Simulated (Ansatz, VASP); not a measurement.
**CaSe in VASP and in Ansatz**

INCAR

```
SYSTEM = CaSe
  ALGO = Normal
  EDIFF = 1E-6
  ENCUT = 520
  ISIF = 2
  ISMEAR = 0
  LASPH = .True.
  LCHARG = .False.
  LREAL = .False.
  LWAVE = .False.
  NBANDS = 15
  NELM = 100
  PREC = Accurate
  SIGMA = 0.05
```

Contents of KPOINTS:

```
k-points
0
Gamma
  10 10 10
  0 0 0
```

POSCAR

```
CaSe
1.0
    0.0000000000      2.9560000000      2.9560000000
    2.9560000000      0.0000000000      2.9560000000
    2.9560000000      2.9560000000      0.0000000000
Ca Se
1 1
Direct
    0.0000000000      0.0000000000      0.0000000000
    0.5000000000      0.5000000000      0.5000000000
```

Input for Ansatz:

```yaml
crystal:
  lattice:
    - [0.0, 2.956, 2.956]
    - [2.956, 0.0, 2.956]
    - [2.956, 2.956, 0.0]
  atoms:
    - { symbol: Ca, position: [0.0, 0.0, 0.0] }
    - { symbol: Se, position: [0.5, 0.5, 0.5] }
basis:
  ecutwfc: 420
kpoints:
  mp_grid: { grid: [10, 10, 10] }
hamiltonian:
  xc: lda
scf:
  occupations: { method: gaussian, width: 0.05 }
output:
  forces: true
  stress: true
  eigenvalues: true
```

Alike in both runs: task single point; functional LDA; k mesh 10 × 10 × 10; occupations gaussian, width 0.05 eV; no spin polarisation.

```csv
,VASP,Ansatz
version,VASP 6.6.1,Ansatz 0.2.0
potentials or method,"VASP PAW LDA potentials, release 64 (Ca_sv, Se), cutoff 520 eV","scalar-relativistic, plane waves, PAW"
valence electrons in the cell,16,26
```

```csv
,VASP,Ansatz,Ansatz less VASP
gap on the k mesh at the Fermi level (eV),1.86,1.88,+0.016
least direct gap on the mesh (eV),2.80,2.82,+0.015
pressure (GPa),-2.9,-3.1,-0.23
```

LDA's correlation is that of Perdew and Zunger in VASP and of Perdew and Wang (1992) in Ansatz. VASP's potentials hold 16 valence electrons a cell and Ansatz's 26, so a difference there can come from the potentials and not from the codes.
